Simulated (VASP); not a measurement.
**ZnIn3: single point with LDA**

The system is ZnIn3.

```xyz
4
Lattice="0.0000 3.6907 3.6907 3.6907 0.0000 3.6907 3.6907 3.6907 0.0000" Properties=species:S:1:pos:R:3 pbc="T T T"
Zn    0.0000    0.0000    0.0000
In    1.8454    1.8454    1.8454
In    5.5361    5.5361    5.5361
In    3.6907    3.6907    3.6907
```

```yaml
Program: VASP 6.6.1
Task: single point
Functional: LDA
Potentials_or_basis: VASP PAW LDA potentials, release 64 (Zn, In_d)
Cutoff: 520 eV
k_mesh: 5 × 5 × 5
Occupations: gaussian, width 0.05 eV
Spin: no spin polarisation
```

```
Pressure               : -4.2 GPa
Band gap on the k mesh : zero (an odd number of electrons rules out a gap without spin polarisation)
```

Levels at points of the mesh, in eV from the Fermi level:
```csv
k point,band 24,band 25,band 26,band 27,band 28,band 29
"(0.00, 0.00, 0.00)",0.42,0.42,0.42,0.65,0.65,0.65
```

It took 23 s on 1 thread of Intel(R) Xeon(R) Platinum 8488C (Sapphire Rapids), with other jobs on the host, peak memory 0.2 GiB.

Caveat: the cell stands under tension; spin-orbit coupling is left out, which moves the levels of the heavy elements.
